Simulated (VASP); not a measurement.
# Pt (I4/mmm) in VASP: further runs

The runs below take Pt through single point, with LDA.

Program: VASP 6.6.1. These are calculated values, not measurements. Logs are shortened: lines on timing, memory, paths and dates and some standing lists are left out, and cuts for length are marked.

**1. The cell of the first run**

The structure is tetragonal, space group I4/mmm (No. 139). The conventional cell has a = 2.753 Å, b = 2.753 Å, c = 3.465 Å, α = 90.00°, β = 90.00°, γ = 90.00°. Within 3.5 Å of Pt (site symmetry 4/mmm) lie 14 Pt at 2.61 to 3.47 Å.

**2. Single point, LDA (normal strain along x -0.1100, normal strain along z +0.0000)**

The input, INCAR:

```
SYSTEM = Pt
ALGO     = Normal         ! electronic algorithm
EDIFF    = 1E-6           ! SCF threshold, eV
ENCUT    = 520            ! plane-wave cutoff, eV
ISIF     = 2              ! what is computed and relaxed
ISMEAR   = 0              ! smearing method
LASPH    = .True.         ! aspherical terms in the spheres
LCHARG   = .False.        ! write CHGCAR
LREAL    = .False.        ! projectors in reciprocal space
LWAVE    = .False.        ! write WAVECAR
NBANDS   = 11             ! bands
NELM     = 60             ! most SCF steps
PREC     = Accurate       ! precision mode
SIGMA    = 0.15           ! smearing width, eV
```

The input, KPOINTS:

```
k-points
0
Gamma
  20 20 20
  0 0 0
```

The input, POSCAR:

```
Pt
1.0
    0.0000000000      1.9468328700      1.9468328700
    1.7326812543      0.0000000000      1.9468328700
    1.7326812543      1.9468328700      0.0000000000
Pt
1
Direct
    0.0000000000      0.0000000000      0.0000000000
```

Potentials or basis: VASP PAW LDA potentials, release 64 (Pt).

Launch:

```console
> cat potpaw_LDA.64/Pt/POTCAR > POTCAR
> mpirun -np 1 vasp_std > vasp.out
```

OUTCAR:

```text
SYSTEM = Pt
   EDIFF = 1E-6
   ENCUT = 520
   ISIF = 2
   ISMEAR = 0
   LASPH = .True.
   LREAL = .False.
   NELM = 60
   PREC = Accurate

 ion  position               nearest neighbor table
   1  0.000  0.000  0.000-

  LATTYP: Found a body centered tetragonal cell.
 ALAT       =     2.7532374484
 C/A-ratio  =     1.2586500705

  Lattice vectors:

 A1 = (  -1.7326812543,   0.0000000000,  -1.9468328700)
 A2 = (  -1.7326812543,   0.0000000000,   1.9468328700)
 A3 = (   1.7326812543,   1.9468328700,   0.0000000000)

Analysis of symmetry for initial positions (statically):
=====================================================================
 Subroutine PRICEL returns:
 Original cell was already a primitive cell.

 Routine SETGRP: Setting up the symmetry group for a
 body centered tetragonal supercell.

 Subroutine GETGRP returns: Found 16 space group operations
 (whereof 16 operations were pure point group operations)
 out of a pool of 16 trial point group operations.

The static configuration has the point symmetry D_4h.

Analysis of symmetry for dynamics (positions and initial velocities):
=====================================================================
 Subroutine PRICEL returns:
 Original cell was already a primitive cell.

 Routine SETGRP: Setting up the symmetry group for a
 body centered tetragonal supercell.

 Subroutine GETGRP returns: Found 16 space group operations
 (whereof 16 operations were pure point group operations)
 out of a pool of 16 trial point group operations.

The dynamic configuration has the point symmetry D_4h.

 Subroutine INISYM returns: Found 16 space group operations
 (whereof 16 operations are pure point group operations),
 and found     1 'primitive' translations

----------------------------------------------------------------------------------------

                                     Primitive cell

  volume of cell :      13.1343

  direct lattice vectors                    reciprocal lattice vectors
     0.000000000  1.946832870  1.946832870    -0.288570098  0.256827388  0.256827388
     1.732681254  0.000000000  1.946832870     0.288570098 -0.256827388  0.256827388
     1.732681254  1.946832870  0.000000000     0.288570098  0.256827388 -0.256827388

  length of vectors
     2.753237448  2.606212300  2.606212300     0.463889336  0.463889336  0.463889336

  position of ions in fractional coordinates (direct lattice)
     0.000000000  0.000000000  0.000000000

  ion indices of the primitive-cell ions
   primitive index   ion index
                 1           1

----------------------------------------------------------------------------------------

 KPOINTS: k-points

Automatic generation of k-mesh.
 Grid dimensions read from file:
 generate k-points for:   20   20   20

 Generating k-lattice:

  Cartesian coordinates                     Fractional coordinates (reciprocal lattice)
    -0.014428505  0.012841369  0.012841369     0.050000000  0.000000000  0.000000000
     0.014428505 -0.012841369  0.012841369     0.000000000  0.050000000 -0.000000000
     0.014428505  0.012841369 -0.012841369     0.000000000 -0.000000000  0.050000000

  Length of vectors
     0.023194467  0.023194467  0.023194467

  Shift w.r.t. Gamma in fractional coordinates (k-lattice)
     0.000000000  0.000000000  0.000000000

 Subroutine IBZKPT returns following result:
 ===========================================

 Found    641 irreducible k-points:

 Following reciprocal coordinates:
            Coordinates               Weight
  0.000000  0.000000  0.000000      1.000000
  0.050000  0.000000  0.000000      8.000000
  0.100000  0.000000  0.000000      8.000000
  0.150000  0.000000  0.000000      8.000000
  0.200000  0.000000  0.000000      8.000000
  0.250000  0.000000  0.000000      8.000000
[... 16 lines left out ...]
 -0.400000  0.050000  0.000000     16.000000
 -0.350000  0.050000 -0.000000     16.000000
 [... further k-points ...]
   k-points           NKPTS =    641   k-points in BZ     NKDIM =    641   number of bands    NBANDS=     11
   number of dos      NEDOS =    301   number of ions     NIONS =      1
   total plane-waves  NPLWV =   8000
   dimension x,y,z NGX =    20 NGY =   20 NGZ =   20
   dimension x,y,z NGXF=    40 NGYF=   40 NGZF=   40
   ions per type =               1
   NGX,Y,Z   is equivalent  to a cutoff of  12.08, 12.76, 12.76 a.u.
   NGXF,Y,Z  is equivalent  to a cutoff of  24.15, 25.52, 25.52 a.u.
 SYSTEM =  Pt
   PREC   = accura    normal or accurate (medium, high low for compatibility)
   ISTART =      0    job   : 0-new  1-cont  2-samecut
   ICHARG =      2    charge: 1-file 2-atom 10-const
   ISPIN  =      1    spin polarized calculation?
   LNONCOLLINEAR =      F non collinear calculations
   LSORBIT =      F    spin-orbit coupling
   LASPH  =      T    aspherical Exc in radial PAW
   ENCUT  =  520.0 eV  38.22 Ry    6.18 a.u.   5.12  4.85  4.85*2*pi/ulx,y,z
   NELM   =     60;   NELMIN=  2; NELMDL= -5     # of ELM steps
   EDIFF  = 0.1E-05   stopping-criterion for ELM
   LREAL  =      F    real-space projection
   EDIFFG = 0.1E-04   stopping-criterion for IOM
   NSW    =      0    number of steps for IOM
   IBRION =     -1    ionic relax: 0-MD 1-quasi-New 2-CG
   NFREE  =      0    steps in history (QN), initial steepest desc. (CG)
   ISIF   =      2    stress and relaxation
   ISYM   =      2    0-nonsym 1-usesym 2-fastsym
   POTIM  = 0.5000    time-step for ionic-motion
   TEBEG  =    0.0;   TEEND  =   0.0 temperature during run
   PSTRESS=    0.0 pullay stress
   NELECT =      10.0000    total number of electrons
   NUPDOWN=      -1.0000    fix difference up-down
   EMIN   =  10.00;   EMAX   =-10.00  energy-range for DOS
   EFERMI =   0.00;   METHOD = LEGACY
   ISMEAR =     0;   SIGMA  =   0.15  broadening in eV -4-tet -1-fermi 0-gaus
   EFERMI_NEDOS =   21; number of points for ismear=-14 and -15
   IALGO  =     38    algorithm
   IMIX   =      4    mixing-type and parameters
     AMIX     =   0.40;   BMIX     =  1.00
     AMIX_MAG =   1.60;   BMIX_MAG =  1.00
  volume/ion in A,a.u.               =      13.13        88.63
  Fermi-wavevector in a.u.,A,eV,Ry     =   1.494879  2.824912 30.404456  2.234664
  Thomas-Fermi vector in A             =   2.607096
   LORBIT       =      0    0 simple, 1 ext, 2 COOP (PROOUT), +10 PAW based schemes
   GGA     = CA    functional components
   LHFCALC =     F    Hartree Fock is set to
   AEXX    =    0.0000 exact exchange contribution
   IVDW    =     0    specifies the selected vdW correction
   LEPSILON=     F    determine dielectric tensor
   LRPA    =     F    only Hartree local field effects (RPA)
 non-spin polarized calculation
 Gauss-broadening in eV      SIGMA  =   0.15
  energy-cutoff  :      520.00
  volume of cell :       13.13
 maximum number of plane-waves:       363
   NGX = 11   NGY =  9   NGZ =  9

 number of electron      10.0000001 magnetization

 Free energy of the ion-electron system (eV)
  ---------------------------------------------------
  ext. energy  EPLUGINS =         0.00000000
  ---------------------------------------------------
  free energy    TOTEN  =        -7.24049411 eV

  energy without entropy =       -7.22545541  energy(sigma->0) =       -7.23297476

 E-fermi :  13.9809     XC(G=0): -14.4977

 val. band max:       13.9780646341   @ k =   0.3500  -0.4500   0.0500
 cond. band min:      13.9825811571   @ k =   0.5000   0.2000   0.0000
 fundamental gap:      0.0045165230
 Fermi energy:        13.9809142295

 k-point     1 :       0.0000    0.0000    0.0000
  band No.  band energies     occupation
      1       2.1614      2.00000
      2       8.8820      2.00000
      3       8.8820      2.00000
      4      10.3976      2.00000
      5      11.0031      2.00000
      6      12.7981      2.00000
      7      28.3938      0.00000
      8      32.6152      0.00000
      9      32.6152      0.00000
     10      36.7871      0.00000
     11      40.3180      0.00000

 k-point     2 :       0.0500    0.0000    0.0000
  band No.  band energies     occupation
      1       2.2787      2.00000
      2       8.8761      2.00000
      3       8.9290      2.00000
      4      10.3873      2.00000
      5      10.9934      2.00000
      6      12.7512      2.00000
      7      28.5910      0.00000
      8      32.4838      0.00000
      9      32.8024      0.00000
     10      36.3920      0.00000
     11      41.1461      0.00000

 k-point     3 :       0.1000    0.0000    0.0000
  band No.  band energies     occupation
      1       2.6206      2.00000
      2       8.8458      2.00000
      3       9.0442      2.00000
      4      10.3813      2.00000
      5      10.9949      2.00000
      6      12.6294      2.00000
      7      29.1374      0.00000
      8      31.9130      0.00000
      9      33.3535      0.00000
     10      36.1486      0.00000
     11      42.3486      0.00000

 k-point     4 :       0.1500    0.0000    0.0000
  band No.  band energies     occupation
      1       3.1528      2.00000
      2       8.7831      2.00000
      3       9.1481      2.00000
      4      10.4200      2.00000
      5      11.0981      2.00000
      6      12.4858      2.00000
      7      29.8564      0.00000
      8      30.8945      0.00000
      9      34.2391      0.00000
     10      36.6447      0.00000
     11      40.9316      0.00000

 k-point     5 :       0.2000    0.0000    0.0000
  band No.  band energies     occupation
      1       3.8035      2.00000
      2       8.7471      2.00000
      3       9.1478      2.00000
      4      10.4899      2.00000
      5      11.4062      2.00000
      6      12.4016      2.00000
      7      29.4523      0.00000
      8      30.6804      0.00000
      9      35.4137      0.00000
     10      37.6368      0.00000
     11      39.2022      0.00000
[... 211 lines left out ...]
 k-point    21 :       0.5000    0.0500    0.0000
  band No.  band energies     occupation
      1       5.2138      2.00000
      2       8.3828      2.00000
      3      10.1194      2.00000
      4      12.4086      2.00000
      5      13.8118      1.88908
      6      15.0492      0.00000
      7      21.2166      0.00000
      8      27.7441      0.00000
      9      32.8199      0.00000
     10      35.1268      0.00000
     11      43.4633      0.00000

 k-point    22 :      -0.4500    0.0500   -0.0000
  band No.  band energies     occupation
      1       5.2179      2.00000
      2       8.3954      2.00000
      3      10.1476      2.00000
      4      12.2689      2.00000
      5      13.7283      1.98277
      6      15.0759      0.00000
      7      21.3673      0.00000
      8      27.7901      0.00000
      9      32.7649      0.00000
     10      35.3278      0.00000
     11      43.0626      0.00000

 k-point    23 :      -0.4000    0.0500    0.0000
  band No.  band energies     occupation
      1       5.2401      2.00000
      2       8.4731      2.00000
      3      10.2246      2.00000
      4      11.5167      2.00000
      5      13.4079      2.00000
      6      14.6632      0.00000
      7      22.5647      0.00000
      8      28.1338      0.00000
      9      33.3142      0.00000
     10      36.0687      0.00000
     11      41.6766      0.00000

 k-point    24 :      -0.3500    0.0500   -0.0000
  band No.  band energies     occupation
      1       5.2362      2.00000
      2       8.6055      2.00000
      3      10.2802      2.00000
      4      10.5462      2.00000
      5      12.9708      2.00000
      6      14.0342      0.61556
      7      24.2389      0.00000
      8      28.7874      0.00000
      9      34.3667      0.00000
     10      37.2935      0.00000
     11      39.9364      0.00000

 [... further k-points ...]

------------------------ aborting loop because EDIFF is reached ----------------------------------------

  FORCE on cell =-STRESS in cart. coord.  units (eV):
  Direction    XX          YY          ZZ          XY          YZ          ZX
  --------------------------------------------------------------------------------------
  -------------------------------------------------------------------------------------
  Total        4.8183810      3.9370850      3.9370850      0.0000000      0.0000000     -0.0000000
  in kB      587.7676873    480.2632617    480.2632617      0.0000000      0.0000000     -0.0000000
  external PRESSURE =     516.0980702 kB  Pullay stress =       0.0000000 kB

 VOLUME and BASIS-vectors are now :
 -----------------------------------------------------------------------------
  energy-cutoff  :      520.00
  volume of cell :       13.13
      direct lattice vectors                 reciprocal lattice vectors
     0.000000000  1.946832870  1.946832870    -0.288570098  0.256827388  0.256827388
     1.732681254  0.000000000  1.946832870     0.288570098 -0.256827388  0.256827388
     1.732681254  1.946832870  0.000000000     0.288570098  0.256827388 -0.256827388

 POSITION                                       TOTAL-FORCE (eV/Angst)
 -----------------------------------------------------------------------------------
      0.00000      0.00000      0.00000         0.000000      0.000000     -0.000000
 -----------------------------------------------------------------------------------
    total drift:                               -0.000000     -0.000000     -0.000000

  FREE ENERGIE OF THE ION-ELECTRON SYSTEM (eV)
  ---------------------------------------------------
  free  energy   TOTEN  =        -7.2404941131 eV

  energy  without entropy=       -7.2254554055  energy(sigma->0) =       -7.23297476
```

Wall time 48 s (1 thread of AMD EPYC 7R13 (Zen 3), shared host); peak memory 0.17 GiB.

Results:

* Free energy: -7.2405 eV
* Pressure: 51.6 GPa
* Band gap on the k mesh: zero (bands 5 and 6 overlap by 3.42 eV)

Stress tensor (GPa, compression positive):
```
58.78  0.00  0.00
 0.00 48.03  0.00
 0.00  0.00 48.03
```

Caveat: the cell differs from its parent crystal (normal strain along x -0.1100, normal strain along z +0.0000); the cell stands under pressure; spin-orbit coupling is left out, which moves the levels of the heavy elements.

(Part 1 of 2 ends here.)
